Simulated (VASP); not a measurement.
## ZnCu: single point with PBE

ZnCu:

```xyz
2
Lattice="3.0213 0.0000 0.0000 0.0000 3.0213 0.0000 0.0000 0.0000 3.0213" Properties=species:S:1:pos:R:3 pbc="T T T"
Zn    1.5106    1.5106    1.5106
Cu    0.0000    0.0000    0.0000
```

```yaml
Program: VASP 6.6.1
Task: single point
Functional: PBE
Potentials_or_basis: VASP PAW PBE potentials, release 64 (Zn, Cu)
Cutoff: 520 eV
k_mesh: 14 × 14 × 14
Occupations: gaussian, width 0.1 eV
Spin: no spin polarisation
```

```json
{"Pressure": "-5.4 GPa", "Band gap on the k mesh": "zero (an odd number of electrons rules out a gap without spin polarisation)"}
```

Levels at points of the mesh, in eV from the Fermi level:
```tsv
k point	band 8	band 9	band 10	band 11	band 12	band 13	band 14	band 15	band 16	band 17
(0.00, 0.00, 0.00)	-3.37	-2.61	-2.61	-2.61	5.95	5.95	5.95	10.78	10.78	11.09
(0.50, 0.00, 0.00)	-3.44	-3.08	-3.08	-2.67	-1.95	11.05	11.05	11.71	11.71	12.97
(0.50, 0.50, 0.00)	-2.76	-2.76	-2.39	-1.66	-1.66	1.42	1.81	13.12	14.89	14.89
(0.50, 0.50, 0.50)	-3.98	-2.38	-2.38	3.31	4.16	4.16	4.16	4.27	4.27	4.27
```

Run time: 87 s on 1 thread of Intel Xeon 8259CL, on a shared host, peak memory 0.18 GiB.

Caveat: the cell stands under tension.
